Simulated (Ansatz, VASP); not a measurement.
**One calculation of Te2Mo, two programs**

```
Te Mo
1.0
     6.28454    0.00000    0.02356
     0.00000    3.43893    0.00000
    -0.88853    0.00000   13.36128
Te Mo
8 4
Direct
  0.55832 0.75000 0.34754
  0.44168 0.25000 0.65246
  0.58615 0.25000 0.10475
  0.41385 0.75000 0.89525
  0.09390 0.75000 0.15283
  0.90610 0.25000 0.84717
  0.05633 0.25000 0.39492
  0.94367 0.75000 0.60508
  0.32043 0.75000 0.50679
  0.67957 0.25000 0.49321
  0.18160 0.25000 0.00783
  0.81840 0.75000 0.99217
```

Alike in both runs: functional LDA; k mesh 7 × 13 × 3; occupations gaussian, width 0.05 eV; no spin polarisation.

Ansatz relaxed the structure, and its values are those at the end. VASP's run is a single point on that final structure, the one shown.

|  | VASP | Ansatz |
| --- | --- | --- |
| version | VASP 6.6.1 | Ansatz 0.2.0 |
| potentials or method | VASP PAW LDA potentials, release 64 (Te, Mo_sv) | scalar-relativistic, plane waves, PAW |
| plane-wave cutoff (eV) | 520 | 420 |
| valence electrons in the cell | 104 | 184 |

|  | VASP | Ansatz | Ansatz less VASP |
| --- | --- | --- | --- |
| gap on the k mesh at the Fermi level (eV) | none | none | - |
| pressure (GPa) | 0.3 | 0.0 | -0.27 |
| rms of the force components (eV/Å) | 0.024 | 0.000 | -0.0235 |

LDA's correlation is that of Perdew and Zunger in VASP and of Perdew and Wang (1992) in Ansatz. A gap of «none» marks a metal or a gap that the smearing closes. VASP's potentials hold 104 valence electrons a cell and Ansatz's 184, so a difference there can come from the potentials and not from the codes.

Spin-orbit coupling is off throughout.
